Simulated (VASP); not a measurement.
# SrO (I4/mmm) in VASP: settings compared, part 2 of 2

VASP 6.6.1.

**3. Single point, r2SCAN (epitaxial xy strain +2.5%)**

File POSCAR:

```
SrO
1.0
    0.0000000000      2.6441316455      2.5479726633
    2.6441316455      0.0000000000      2.5479726633
    2.6441316455      2.6441316455      0.0000000000
Sr O
1 1
Direct
    0.0000000000      0.0000000000      0.0000000000
    0.5000000000      0.5000000000      0.5000000000
```

File INCAR.step1:

```
PREC = Accurate ; ENCUT = 520
ISMEAR = 0 ; SIGMA = 0.01
LREAL = F ; LASPH = T
NELM = 60 ; NBANDS = 15
GGA = PE ; ALGO = Normal
EDIFF = 1E-4 ; LWAVE = T
LCHARG = F
```

File INCAR.step2:

```
PREC = Accurate ; ENCUT = 520
EDIFF = 1E-6 ; ISMEAR = 0
SIGMA = 0.01 ; LREAL = F
LASPH = T ; NELM = 60
ALGO = Normal ; ISIF = 2
LWAVE = F ; LCHARG = F
METAGGA = R2SCAN ; LMIXTAU = T
NBANDS = 15 ; ISTART = 1
```

File KPOINTS:

```
regular mesh
0
Gamma
  8 8 8
```

Potentials or basis: VASP PAW PBE potentials, release 64 (Sr_sv, O).

On the command line:

```console
$ cat potpaw_PBE.64/Sr_sv/POTCAR potpaw_PBE.64/O/POTCAR > POTCAR
$ cp INCAR.step1 INCAR
$ mpirun -np 1 vasp_std > vasp.out
$ cp INCAR.step2 INCAR
$ mpirun -np 1 vasp_std > vasp.out
```

OUTCAR:

```text
PREC = Accurate
   ENCUT = 520
   EDIFF = 1E-6
   ISMEAR = 0
   LREAL = F
   LASPH = T
   NELM = 60
   ISIF = 2
   METAGGA = R2SCAN
   ISTART = 1

 ion  position               nearest neighbor table
   1  0.000  0.000  0.000-   2 2.55   2 2.55   2 2.64   2 2.64   2 2.64   2 2.64
   2  0.500  0.500  0.500-   1 2.55   1 2.55   1 2.64   1 2.64   1 2.64   1 2.64

  LATTYP: Found a body centered tetragonal cell.
 ALAT       =     3.7393668338
 C/A-ratio  =     1.3627829398

  Lattice vectors:

 A1 = (   0.0000000000,  -2.6441316455,  -2.5479726633)
 A2 = (   0.0000000000,   2.6441316455,  -2.5479726633)
 A3 = (   2.6441316455,   0.0000000000,   2.5479726633)

Analysis of symmetry for initial positions (statically):
=====================================================================
 Subroutine PRICEL returns:
 Original cell was already a primitive cell.

 Routine SETGRP: Setting up the symmetry group for a
 body centered tetragonal supercell.

 Subroutine GETGRP returns: Found 16 space group operations
 (whereof 16 operations were pure point group operations)
 out of a pool of 16 trial point group operations.

The static configuration has the point symmetry D_4h.

Analysis of symmetry for dynamics (positions and initial velocities):
=====================================================================
 Subroutine PRICEL returns:
 Original cell was already a primitive cell.

 Routine SETGRP: Setting up the symmetry group for a
 body centered tetragonal supercell.

 Subroutine GETGRP returns: Found 16 space group operations
 (whereof 16 operations were pure point group operations)
 out of a pool of 16 trial point group operations.

The dynamic configuration has the point symmetry D_4h.

 Subroutine INISYM returns: Found 16 space group operations
 (whereof 16 operations are pure point group operations),
 and found     1 'primitive' translations

----------------------------------------------------------------------------------------
[... 122 lines left out ...]
   LEPSILON=     F    determine dielectric tensor
   LRPA    =     F    only Hartree local field effects (RPA)
 non-spin polarized calculation
 Gauss-broadening in eV      SIGMA  =   0.01
  energy-cutoff  :      520.00
  volume of cell :       35.63
 maximum number of plane-waves:       978
   NGX = 13   NGY = 13   NGZ = 13

 number of electron      16.0000004 magnetization

 Free energy of the ion-electron system (eV)
  ---------------------------------------------------
  ext. energy  EPLUGINS =         0.00000000
  ---------------------------------------------------
  free energy    TOTEN  =       -27.03533019 eV

  energy without entropy =      -27.03533019  energy(sigma->0) =      -27.03533019

 E-fermi :   1.2512     XC(G=0): -10.3434

 val. band max:        1.2108818788   @ k =   0.0000   0.0000   0.0000
 cond. band min:       4.7977722327   @ k =   0.5000   0.5000   0.0000
 fundamental gap:      3.5868903539
 Fermi energy:         1.2512262801

 k-point     1 :       0.0000    0.0000    0.0000
  band No.  band energies     occupation
      1     -32.5117      2.00000
      2     -14.8433      2.00000
      3     -13.5924      2.00000
      4     -13.5924      2.00000
      5     -13.5596      2.00000
      6       1.0916      2.00000
      7       1.0916      2.00000
      8       1.2109      2.00000
      9       5.4142      0.00000
     10       7.7201      0.00000
     11       7.7201      0.00000
     12       7.9776      0.00000
     13       9.7693      0.00000
     14      10.3086      0.00000
[... 401 lines left out ...]
      2     -15.7984      2.00000
      3     -13.7121      2.00000
      4     -13.6706      2.00000
      5     -12.8704      2.00000
      6      -0.4017      2.00000
      7       0.3484      2.00000
      8       0.5242      2.00000
      9       7.1961      0.00000
     10       8.4846      0.00000
     11       9.9156      0.00000
     12      10.1533      0.00000
     13      12.0271      0.00000
     14      12.3456      0.00000
     15      17.0324      0.00000

 [... further k-points ...]

------------------------ aborting loop because EDIFF is reached ----------------------------------------

  FORCE on cell =-STRESS in cart. coord.  units (eV):
  Direction    XX          YY          ZZ          XY          YZ          ZX
  --------------------------------------------------------------------------------------
  -------------------------------------------------------------------------------------
  Total       -0.8817399     -0.8817399      0.1302034      0.0000000      0.0000000      0.0000000
  in kB      -39.6515490    -39.6515490      5.8552046      0.0000000      0.0000000      0.0000000
  external PRESSURE =     -24.4826311 kB  Pullay stress =       0.0000000 kB

 VOLUME and BASIS-vectors are now :
 -----------------------------------------------------------------------------
  energy-cutoff  :      520.00
  volume of cell :       35.63
      direct lattice vectors                 reciprocal lattice vectors
     0.000000000  2.644131645  2.547972663    -0.189097998  0.189097998  0.196234444
     2.644131645  0.000000000  2.547972663     0.189097998 -0.189097998  0.196234444
     2.644131645  2.644131645  0.000000000     0.189097998  0.189097998 -0.196234444

 POSITION                                       TOTAL-FORCE (eV/Angst)
 -----------------------------------------------------------------------------------
      0.00000      0.00000      0.00000         0.000000      0.000000      0.000000
      2.64413      2.64413      2.54797        -0.000000     -0.000000      0.000000
 -----------------------------------------------------------------------------------
    total drift:                                0.000000      0.000000      0.000000

  FREE ENERGIE OF THE ION-ELECTRON SYSTEM (eV)
  ---------------------------------------------------
  free  energy   TOTEN  =       -27.0353301913 eV

  energy  without entropy=      -27.0353301913  energy(sigma->0) =      -27.03533019
```

OUTCAR.step1:

```text
PREC = Accurate
   ENCUT = 520
   ISMEAR = 0
   LREAL = F
   LASPH = T
[... 653 lines left out ...]
 -----------------------------------------------------------------------------------
      0.00000      0.00000      0.00000        -0.000000      0.000000      0.000000
      2.64413      2.64413      2.54797         0.000000     -0.000000     -0.000000
 -----------------------------------------------------------------------------------
    total drift:                                0.000000      0.000000      0.000000

  FREE ENERGIE OF THE ION-ELECTRON SYSTEM (eV)
  ---------------------------------------------------
  free  energy   TOTEN  =       -12.0427915306 eV

  energy  without entropy=      -12.0427915306  energy(sigma->0) =      -12.04279153
```

Run time: 2.4 min. Hardware: 1 thread of Intel Xeon Platinum 8259CL at 2.50GHz (Skylake/Cascade Lake), shared host; peak memory 0.19 GiB.

Results:

| Item | Value |
| --- | --- |
| Free energy | -27.0353 eV |
| Pressure | -2.4 GPa |
| Band gap on the k mesh | 3.59 eV (least direct gap 3.83 eV) |

Stress tensor (GPa, compression positive):
```
-3.97  0.00  0.00
 0.00 -3.97  0.00
 0.00  0.00  0.59
```

Caveat: the cell differs from its parent crystal (epitaxial xy strain +2.5%); the PAW data sets were made with another functional, which shifts forces and pressure a little. A k mesh can miss the band edges.
